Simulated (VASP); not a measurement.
# NaSr2 (P6_3/mmc) in VASP: single point with PBE

Aim: the single point of NaSr2 with PBE.

Program: VASP 6.6.1. These are calculated values, not measurements. Logs are shortened: lines on timing, memory, paths and dates and some standing lists are left out, and cuts for length are marked.

## Step 1: The cell of the first run

It takes space group P6_3/mmc (No. 194, hexagonal). Conventional cell: a = 6.551 Å, b = 6.551 Å, c = 7.992 Å, α = 90.00°, β = 90.00°, γ = 120.00°. Within 5.0 Å of Na (site symmetry -6m2) lie 11 Sr at 3.78 to 4.28 Å. Within 5.0 Å of Sr (site symmetry -6m2) lie 5 Na at 3.78 to 4.00 Å and 6 Sr at 4.28 Å. Sr (site symmetry -3m) has 8 Sr at 4.00 to 4.28 Å and 6 Na at 4.28 Å within 5.2 Å.

## Step 2: Single point, PBE

The input, INCAR:

```
SYSTEM = NaSr2
PREC = Accurate
ENCUT = 500
EDIFF = 1E-6
ISMEAR = 0
SIGMA = 0.2
LREAL = .False.
LASPH = .True.
NELM = 120
ALGO = Normal
ISIF = 2
LWAVE = .False.
LCHARG = .False.
GGA = PE
NBANDS = 66
GGA_COMPAT = .False.
```

The input, KPOINTS:

```
regular mesh
0
Gamma
  4 4 2
  0 0 0
```

The input, POSCAR:

```
NaSr2
1.0
   -6.5508749603      0.0000000000      0.0000000000
    0.0000000000      0.0000000000     -7.9918157141
    0.0000000001    -11.3464482652      0.0000000000
Na Sr
4 8
Direct
    0.5000000000      0.2500000000      0.8333333333
    0.0000000000      0.2500000000      0.3333333333
    0.0000000000      0.7500000000      0.6666666667
    0.5000000000      0.7500000000      0.1666666667
    0.0000000000      0.2500000000      0.6666666667
    0.5000000000      0.2500000000      0.1666666667
    0.5000000000      0.7500000000      0.8333333333
    0.0000000000      0.7500000000      0.3333333333
    1.0000000000      0.5000000000      0.0000000000
    0.5000000000      0.5000000000      0.5000000000
    0.0000000000      1.0000000000      1.0000000000
    0.5000000000      1.0000000000      0.5000000000
```

Potentials or basis: VASP PAW PBE potentials, release 64 (Na_pv, Sr_sv).

Run with:

```
$ cat potpaw_PBE.64/Na_pv/POTCAR potpaw_PBE.64/Sr_sv/POTCAR > POTCAR
$ mpirun -np 1 vasp_std > vasp.out
```

OUTCAR:

```text
SYSTEM = NaSr2
   PREC = Accurate
   ENCUT = 500
   EDIFF = 1E-6
   ISMEAR = 0
   LREAL = .False.
   LASPH = .True.
   NELM = 120
   ISIF = 2
   GGA = PE

 ion  position               nearest neighbor table
   1  0.500  0.250  0.833-   5 3.78   5 3.78   6 3.78
   2  0.000  0.250  0.333-   6 3.78   6 3.78   5 3.78
   3  0.000  0.750  0.667-   7 3.78   7 3.78   8 3.78
   4  0.500  0.750  0.167-   8 3.78   8 3.78   7 3.78
   5  0.000  0.250  0.667-   1 3.78   1 3.78   2 3.78  11 4.28   9 4.28  10 4.28  12 4.28  12 4.28
                            10 4.28
   6  0.500  0.250  0.167-   2 3.78   2 3.78   1 3.78  12 4.28  10 4.28   9 4.28  11 4.28   9 4.28
                            11 4.28
   7  0.500  0.750  0.833-   3 3.78   3 3.78   4 3.78  12 4.28  10 4.28   9 4.28  11 4.28   9 4.28
                            11 4.28
   8  0.000  0.750  0.333-   4 3.78   4 3.78   3 3.78  11 4.28   9 4.28  12 4.28  10 4.28  10 4.28
                            12 4.28
   9  0.000  0.500  0.000-  11 4.00  11 4.00   5 4.28   8 4.28   6 4.28   7 4.28   6 4.28   7 4.28

  10  0.500  0.500  0.500-  12 4.00  12 4.00   6 4.28   7 4.28   5 4.28   8 4.28   5 4.28   8 4.28

  11  0.000  0.000  0.000-   9 4.00   9 4.00   5 4.28   8 4.28   6 4.28   7 4.28   6 4.28   7 4.28

  12  0.500  0.000  0.500-  10 4.00  10 4.00   6 4.28   7 4.28   5 4.28   8 4.28   5 4.28   8 4.28

  LATTYP: Found a simple orthorhombic cell.
 ALAT       =     6.5508749603
 B/A-ratio  =     1.2199615719
 C/A-ratio  =     1.7320508076

  Lattice vectors:

 A1 = (  -6.5508749603,   0.0000000000,   0.0000000000)
 A2 = (   0.0000000000,   0.0000000000,  -7.9918157141)
 A3 = (   0.0000000001, -11.3464482652,   0.0000000000)

Analysis of symmetry for initial positions (statically):
=====================================================================
 Subroutine PRICEL returns following result:

  LATTYP: Found a hexagonal cell.
 ALAT       =     6.5508749602
 C/A-ratio  =     1.2199615719

  Lattice vectors:

 A1 = (  -3.2754374801,  -5.6732241326,   0.0000000000)
 A2 = (  -3.2754374802,   5.6732241326,   0.0000000000)
 A3 = (   0.0000000000,   0.0000000000,  -7.9918157141)

   2 primitive cells build up your supercell.

 Routine SETGRP: Setting up the symmetry group for a
 simple orthorhombic supercell.

 Subroutine GETGRP returns: Found  8 space group operations
 (whereof  4 operations were pure point group operations)
 out of a pool of  8 trial point group operations.

The static configuration has the point symmetry C_2h.
 The point group associated with its full space group is D_2h.

Analysis of symmetry for dynamics (positions and initial velocities):
=====================================================================
 Subroutine PRICEL returns following result:

  LATTYP: Found a hexagonal cell.
 ALAT       =     6.5508749602
 C/A-ratio  =     1.2199615719

  Lattice vectors:

 A1 = (  -3.2754374801,  -5.6732241326,   0.0000000000)
 A2 = (  -3.2754374802,   5.6732241326,   0.0000000000)
 A3 = (   0.0000000000,   0.0000000000,  -7.9918157141)

   2 primitive cells build up your supercell.

 Routine SETGRP: Setting up the symmetry group for a
 simple orthorhombic supercell.

 Subroutine GETGRP returns: Found  8 space group operations
 (whereof  4 operations were pure point group operations)
 out of a pool of  8 trial point group operations.

The dynamic configuration has the point symmetry C_2h.
 The point group associated with its full space group is D_2h.

 Subroutine INISYM returns: Found  8 space group operations
 (whereof  4 operations are pure point group operations),
 and found     2 'primitive' translations

----------------------------------------------------------------------------------------

                                     Primitive cell

  volume of cell :     297.0125

  direct lattice vectors                    reciprocal lattice vectors
    -3.275437480 -5.673224133  0.000000000    -0.152651364 -0.088133306  0.000000000
[... 22 lines left out ...]

----------------------------------------------------------------------------------------

 KPOINTS: regular mesh

Automatic generation of k-mesh.
 Grid dimensions read from file:
 generate k-points for:    4    4    2

 Generating k-lattice:

  Cartesian coordinates                     Fractional coordinates (reciprocal lattice)
    -0.038162841 -0.000000000  0.000000000     0.250000000  0.000000000  0.000000000
     0.000000000  0.000000000 -0.031282003     0.000000000  0.250000000  0.000000000
     0.000000000 -0.044066653  0.000000000     0.000000000  0.000000000  0.500000000

  Length of vectors
     0.038162841  0.031282003  0.044066653

  Shift w.r.t. Gamma in fractional coordinates (k-lattice)
     0.000000000  0.000000000  0.000000000

 Subroutine IBZKPT returns following result:
 ===========================================

 Found     18 irreducible k-points:

 Following reciprocal coordinates:
            Coordinates               Weight
  0.000000  0.000000  0.000000      1.000000
  0.250000  0.000000  0.000000      2.000000
  0.500000  0.000000  0.000000      1.000000
  0.000000  0.250000  0.000000      2.000000
  0.250000  0.250000  0.000000      4.000000
  0.500000  0.250000  0.000000      2.000000
[... 10 lines left out ...]
  0.250000  0.500000  0.500000      2.000000
  0.500000  0.500000  0.500000      1.000000
   k-points           NKPTS =     18   k-points in BZ     NKDIM =     18   number of bands    NBANDS=     66
   number of dos      NEDOS =    301   number of ions     NIONS =     12
   total plane-waves  NPLWV = 241920
   dimension x,y,z NGX =    48 NGY =   60 NGZ =   84
   dimension x,y,z NGXF=    96 NGYF=  120 NGZF=  168
   ions per type =               4   8
   NGX,Y,Z   is equivalent  to a cutoff of  12.18, 12.48, 12.31 a.u.
   NGXF,Y,Z  is equivalent  to a cutoff of  24.36, 24.96, 24.62 a.u.
 SYSTEM =  NaSr2
   PREC   = accura    normal or accurate (medium, high low for compatibility)
   ISTART =      0    job   : 0-new  1-cont  2-samecut
   ICHARG =      2    charge: 1-file 2-atom 10-const
   ISPIN  =      1    spin polarized calculation?
   LNONCOLLINEAR =      F non collinear calculations
   LSORBIT =      F    spin-orbit coupling
   LASPH  =      T    aspherical Exc in radial PAW
   ENCUT  =  500.0 eV  36.75 Ry    6.06 a.u.  11.94 14.57 20.69*2*pi/ulx,y,z
   NELM   =    120;   NELMIN=  2; NELMDL= -5     # of ELM steps
   EDIFF  = 0.1E-05   stopping-criterion for ELM
   LREAL  =      F    real-space projection
   EDIFFG = 0.1E-04   stopping-criterion for IOM
   NSW    =      0    number of steps for IOM
   IBRION =     -1    ionic relax: 0-MD 1-quasi-New 2-CG
   NFREE  =      0    steps in history (QN), initial steepest desc. (CG)
   ISIF   =      2    stress and relaxation
   ISYM   =      2    0-nonsym 1-usesym 2-fastsym
   POTIM  = 0.5000    time-step for ionic-motion
   TEBEG  =    0.0;   TEEND  =   0.0 temperature during run
   PSTRESS=    0.0 pullay stress
   NELECT =     108.0000    total number of electrons
   NUPDOWN=      -1.0000    fix difference up-down
   EMIN   =  10.00;   EMAX   =-10.00  energy-range for DOS
   EFERMI =   0.00;   METHOD = LEGACY
   ISMEAR =     0;   SIGMA  =   0.20  broadening in eV -4-tet -1-fermi 0-gaus
   EFERMI_NEDOS =   21; number of points for ismear=-14 and -15
   IALGO  =     38    algorithm
   IMIX   =      4    mixing-type and parameters
     AMIX     =   0.40;   BMIX     =  1.00
     AMIX_MAG =   1.60;   BMIX_MAG =  1.00
  volume/ion in A,a.u.               =      49.50       334.06
  Fermi-wavevector in a.u.,A,eV,Ry     =   0.927430  1.752589 11.702732  0.860127
  Thomas-Fermi vector in A             =   2.053499
   LORBIT       =      0    0 simple, 1 ext, 2 COOP (PROOUT), +10 PAW based schemes
   GGA     = PE    functional components
   LHFCALC =     F    Hartree Fock is set to
   AEXX    =    0.0000 exact exchange contribution
   IVDW    =     0    specifies the selected vdW correction
   LEPSILON=     F    determine dielectric tensor
   LRPA    =     F    only Hartree local field effects (RPA)
 non-spin polarized calculation
 Gauss-broadening in eV      SIGMA  =   0.20
  energy-cutoff  :      500.00
  volume of cell :      594.02
 maximum number of plane-waves:     15112
 NGX is ok and might be reduce to    48
   NGX = 23   NGY = 29   NGZ = 41

 number of electron     107.9999948 magnetization

 Free energy of the ion-electron system (eV)
  ---------------------------------------------------
  ext. energy  EPLUGINS =         0.00000000
  ---------------------------------------------------
  free energy    TOTEN  =       -18.03080669 eV

  energy without entropy =      -17.86160551  energy(sigma->0) =      -17.94620610

 E-fermi :   1.2360     XC(G=0):  -7.1103

 val. band max:        1.1827805080   @ k =   0.0000   0.2500   0.0000
 cond. band min:       1.2770848449   @ k =   0.0000   0.5000   0.0000
 fundamental gap:      0.0943043369
 Fermi energy:         1.2359811820

 k-point     1 :       0.0000    0.0000    0.0000
  band No.  band energies     occupation
      1     -35.6330      2.00000
      2     -35.6327      2.00000
      3     -35.6326      2.00000
      4     -35.6325      2.00000
      5     -35.4366      2.00000
      6     -35.4364      2.00000
[... 1231 lines left out ...]
     65       2.5692      0.00000
     66       2.5748      0.00000

------------------------ aborting loop because EDIFF is reached ----------------------------------------

  FORCE on cell =-STRESS in cart. coord.  units (eV):
  Direction    XX          YY          ZZ          XY          YZ          ZX
  --------------------------------------------------------------------------------------
  -------------------------------------------------------------------------------------
  Total       -0.2943878      0.2748454      0.2168079     -0.0000000      0.0000000      0.0000000
  in kB       -0.7940096      0.7413007      0.5847645     -0.0000000      0.0000000      0.0000000
  external PRESSURE =       0.1773519 kB  Pullay stress =       0.0000000 kB

 VOLUME and BASIS-vectors are now :
 -----------------------------------------------------------------------------
  energy-cutoff  :      500.00
  volume of cell :      594.02
      direct lattice vectors                 reciprocal lattice vectors
    -6.550874960  0.000000000  0.000000000    -0.152651364 -0.000000000  0.000000000
     0.000000000  0.000000000 -7.991815714     0.000000000  0.000000000 -0.125128010
     0.000000000-11.346448265  0.000000000     0.000000000 -0.088133306  0.000000000

 POSITION                                       TOTAL-FORCE (eV/Angst)
 -----------------------------------------------------------------------------------
     -3.27544     -9.45537     -1.99795         0.000000     -0.000281      0.000000
      0.00000     -3.78215     -1.99795         0.000000     -0.000281     -0.000000
      0.00000     -7.56430     -5.99386        -0.000000      0.000281     -0.000000
     -3.27544     -1.89107     -5.99386        -0.000000      0.000281     -0.000000
      0.00000     -7.56430     -1.99795        -0.000000      0.010409      0.000000
     -3.27544     -1.89107     -1.99795        -0.000000      0.010409      0.000000
     -3.27544     -9.45537     -5.99386         0.000000     -0.010409      0.000000
      0.00000     -3.78215     -5.99386         0.000000     -0.010409      0.000000
      0.00000      0.00000     -3.99591         0.000000      0.000000      0.000000
     -3.27544     -5.67322     -3.99591         0.000000      0.000000     -0.000000
      0.00000      0.00000      0.00000         0.000000      0.000000      0.000000
     -3.27544     -5.67322      0.00000         0.000000      0.000000      0.000000
 -----------------------------------------------------------------------------------
    total drift:                               -0.000000     -0.000000      0.000000

  FREE ENERGIE OF THE ION-ELECTRON SYSTEM (eV)
  ---------------------------------------------------
  free  energy   TOTEN  =       -18.0308066904 eV

  energy  without entropy=      -17.8616055070  energy(sigma->0) =      -17.94620610
```

Run time: 21 min. Hardware: 1 thread of Intel Xeon 8259CL, shared host; peak memory 0.82 GiB.

What came out:

```
Free energy            : -18.0308 eV
Pressure               : 0.0 GPa
Largest force          : 0.010 eV/Å
Band gap on the k mesh : zero (bands 54 and 55 overlap by 1.05 eV)
```

Forces on the atoms (eV/Å):
```
Na   0.000  0.000  0.000
Na   0.000  0.000  0.000
Na   0.000  0.000  0.000
Na   0.000  0.000  0.000
Sr   0.000  0.010  0.000
Sr   0.000  0.010  0.000
Sr   0.000 -0.010  0.000
Sr   0.000 -0.010  0.000
Sr   0.000  0.000  0.000
Sr   0.000  0.000  0.000
Sr   0.000  0.000  0.000
Sr   0.000  0.000  0.000
```
